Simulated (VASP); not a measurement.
Crystal: B6As.

```
B As
1.0
     4.03471    0.00000    0.00000
     0.00000    4.03471    0.00000
     0.00000    0.00000    4.03471
B As
6 1
Direct
  0.50000 0.50000 0.20000
  0.50000 0.50000 0.80000
  0.20000 0.50000 0.50000
  0.80000 0.50000 0.50000
  0.50000 0.20000 0.50000
  0.50000 0.80000 0.50000
  0.00000 0.00000 0.00000
```

| Property | Result |
| --- | --- |
| Program | VASP 6.6.1 |
| Task | relaxation of cell and atoms |
| Functional | r2SCAN |
| Potentials or basis | VASP PAW PBE potentials, release 64 (B, As) |
| Cutoff | 550 eV |
| k mesh | 4 × 4 × 4 |
| Occupations | gaussian, width 0.1 eV |
| Spin | no spin polarisation |

At the start: pressure 16.5 GPa; volume 9.38 Å³/atom.

Q: How do energy, volume and symmetry change on relaxing?

A: Over 5 steps the energy falls by 45.8 meV/atom and the volume is 10.31 Å³/atom (+9.8 %); space group Pm-3m (No. 221, to 0.1 Å) before and after.

Step by step:
| step | energy change (eV) | largest force (eV/Å) | pressure (GPa) | volume (Å³) |
| --- | --- | --- | --- | --- |
| 1 | 0.0000 | 0.5280 | 16.46 | 65.68 |
| 2 | -0.1900 | 1.2211 | -6.18 | 75.28 |
| 3 | -0.3023 | 0.5596 | 1.46 | 71.44 |
| 4 | -0.2844 | 0.7178 | -1.86 | 73.19 |
| 5 | -0.3207 | 0.0050 | 0.01 | 72.14 |

Final structure:
```xyz
7
Lattice="4.1629 0.0000 0.0000 0.0000 4.1629 0.0000 0.0000 0.0000 4.1629" Properties=species:S:1:pos:R:3 pbc="T T T"
B     2.0815    2.0815    0.8254
B     2.0815    2.0815    3.3375
B     0.8254    2.0815    2.0815
B     3.3375    2.0815    2.0815
B     2.0815    0.8254    2.0815
B     2.0815    3.3375    2.0815
As    0.0000    0.0000    0.0000
```

Caveat: the k points lie up to 0.38 Å⁻¹ apart in the final cell, too coarse for converged energies and pressures of a metal; the PAW data sets were made with another functional, which shifts forces and pressure a little.
